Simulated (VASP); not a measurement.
Runs of VASP 6.6.1 on AlNi3. The structure is that of space group Fm-3m (No. 225), or close to it. The cells are those of the table. 

| spin | fixed moment (μB) | cell | gap on the mesh (eV) | pressure (GPa) | moment (μB) |
| --- | --- | --- | --- | --- | --- |
| off | - | a = 3.914 Å, angles 60.0°, 4 atoms | none | 0.3 | - |
| collinear, ferromagnetic start | 1.875 | a = 3.914 Å, angles 60.0°, 4 atoms | - | 3.5 | 1.88 |
| collinear, ferromagnetic start | 1.125 | a = 3.914 Å, angles 60.0°, 4 atoms | - | 1.5 | 1.13 |
| off | - | a = 3.991 Å, angles 60.0°, 4 atoms | none | (c) | - |
| off | - | a = 3.751 Å, angles 60.0°, 4 atoms | none | 37.7 | - |
| collinear, ferromagnetic start | 3.0 | a = 4.065 Å, angles 60.0°, 4 atoms | - | -13.1 | 3.00 |
| collinear, ferromagnetic start | 0.75 | a = 4.065 Å, angles 60.0°, 4 atoms | - | -18.4 | 0.75 |
| off | - | a = 3.834 Å, angles 60.0°, 4 atoms | none | 15.9 | - |
| off | - | a = 3.664 Å, angles 60.0°, 4 atoms | none | (a) | - |
| off | - | a = 4.136 Å, angles 60.0°, 4 atoms | none | (b) | - |
| off | - | a = 4.065 Å, angles 60.0°, 4 atoms | none | -18.8 | - |

Alike in all rows: task single point; level LDA; potentials or basis VASP PAW LDA potentials, release 64 (Al, Ni); k mesh 14 × 14 × 14; cutoff (eV) 520; smearing gaussian 0.15 eV.

Problem. Fill in the values left out.

Solution. (a) 68.5; (b) -24.4; (c) -10.8.

Caveats: the total moment is fixed, so each spin has its own Fermi level (some runs).

A gap of «none» marks levels without a gap at the run's occupations.
